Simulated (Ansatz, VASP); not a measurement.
# Nb3As4 in VASP and in Ansatz

Contents of INCAR:

```
SYSTEM = Nb3As4
PREC = Accurate
ENCUT = 520
EDIFF = 1E-6
ISMEAR = 0
SIGMA = 0.1
LREAL = .False.
LASPH = .True.
NELM = 150
ALGO = Normal
ISIF = 2
LWAVE = .False.
LCHARG = .False.
ISPIN = 2
MAGMOM = 1 1 1 0 0 0 0
LORBIT = 11
LMAXMIX = 4
GGA = PE
NBANDS = 42
```

The input KPOINTS:

```
Automatic mesh
0
Gamma
  4 4 4
  0 0 0
```

Contents of POSCAR:

```
Nb3As4
1.0
    5.5211758565      0.0000000000      0.0000000000
    0.0000000000      5.5211758565      0.0000000000
    0.0000000000      0.0000000000      5.5211758565
Nb As
3 4
Direct
    0.0000000000      0.0000000000      0.5000000000
    0.5000000000      0.0000000000      0.0000000000
    0.0000000000      0.5000000000      0.0000000000
    0.7177323697      0.7177323697      0.7177323697
    0.2822676303      0.2822676303      0.7177323697
    0.2822676303      0.7177323697      0.2822676303
    0.7177323697      0.2822676303      0.2822676303
```

Input for Ansatz:

```yaml
crystal:
  lattice:
    - [5.5211758565, 0.0, 0.0]
    - [0.0, 5.5211758565, 0.0]
    - [0.0, 0.0, 5.5211758565]
  atoms:
    - { symbol: Nb, position: [0.0, 0.0, 0.5], spin: 1.0 }
    - { symbol: Nb, position: [0.5, 0.0, 0.0], spin: 1.0 }
    - { symbol: Nb, position: [0.0, 0.5, 0.0], spin: 1.0 }
    - { symbol: As, position: [0.7177323697, 0.7177323697, 0.7177323697] }
    - { symbol: As, position: [0.2822676303, 0.2822676303, 0.7177323697] }
    - { symbol: As, position: [0.2822676303, 0.7177323697, 0.2822676303] }
    - { symbol: As, position: [0.7177323697, 0.2822676303, 0.2822676303] }
basis:
  ecutwfc: 420
kpoints:
  mp_grid: { grid: [4, 4, 4] }
hamiltonian:
  xc: pbe
scf:
  occupations: { method: gaussian, width: 0.1 }
  lower_state_search: "off"
output:
  forces: true
  stress: true
  eigenvalues: true
  populations: true
magnetization:
  spin_polarized: true
```

Change from the starting cell: species swapped into the Ge3As4 type (P-43m, No. 215).

Alike in both runs: task single point; functional PBE; k mesh 4 × 4 × 4; occupations gaussian, width 0.1 eV; collinear spin.

|  | VASP | Ansatz |
| --- | --- | --- |
| version | VASP 6.6.1 | Ansatz 0.2.0 |
| potentials or method | VASP PAW PBE potentials, release 64 (Nb_sv, As), cutoff 520 eV | scalar-relativistic, plane waves, PAW |
| valence electrons in the cell | 59 | 99 |

```tsv
	VASP	Ansatz	Ansatz less VASP
gap on the k mesh at the Fermi level (eV)	none	none	-
pressure (GPa)	0.1	0.0	-0.03
rms of the force components (eV/Å)	0.004	0.000	-0.0042
net moment per atom (μB)	0.00	0.00	0.000
```

Atom by atom the forces differ by 0.004 eV/Å (rms over components). A gap of «none» marks a metal or a gap that the smearing closes. VASP's potentials hold 59 valence electrons a cell and Ansatz's 99, so a difference there can come from the potentials and not from the codes. Ansatz's warnings: seeded moment not kept.
